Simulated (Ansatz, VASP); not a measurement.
**PtSe, level by level in two programs**

```
CELL_PARAMETERS angstrom
0.00000 3.03745 3.03745
3.03745 0.00000 3.03745
3.03745 3.03745 0.00000
ATOMIC_POSITIONS crystal
Pt 0.00000 0.00000 0.00000
Se 0.25000 0.25000 0.25000
```

Single points on this cell with VASP 6.6.1 and Ansatz 0.2.0. Each row is one pair of runs. Alike in all rows: spin: off; k mesh: 4 × 4 × 4; smearing: fermi-dirac, width 0.05 eV; VASP's potentials, cutoff: VASP PAW PBE potentials, release 64 (Pt, Se), 520 eV.

| level | Ansatz's potentials, cutoff | gap on the k mesh at the Fermi level (eV), VASP | gap on the k mesh at the Fermi level (eV), Ansatz | pressure (GPa), VASP | pressure (GPa), Ansatz |
| --- | --- | --- | --- | --- | --- |
| B3LYP | Ansatz PAW, 420 eV | none | none | -9.6 | -9.6 |
| r2SCANh | Ansatz PAW, 500 eV | none | none | -14.0 | -13.9 |
| HF | Ansatz PAW, 420 eV | none | none | -12.4 | -11.7 |
| PBEsol-based global hybrid | Ansatz PAW, 420 eV | none | none | -16.1 | -16.0 |

Pressure (GPa): the two programs differ by at most 0.73.

VASP's potentials hold 16 valence electrons a cell and Ansatz's 34, so a difference there can come from the potentials and not from the codes.

A gap of «none» marks a metal or a gap that the smearing closes.

The k mesh is coarse, so the values compare programs but aren't converged. Neither program's run includes spin-orbit coupling.
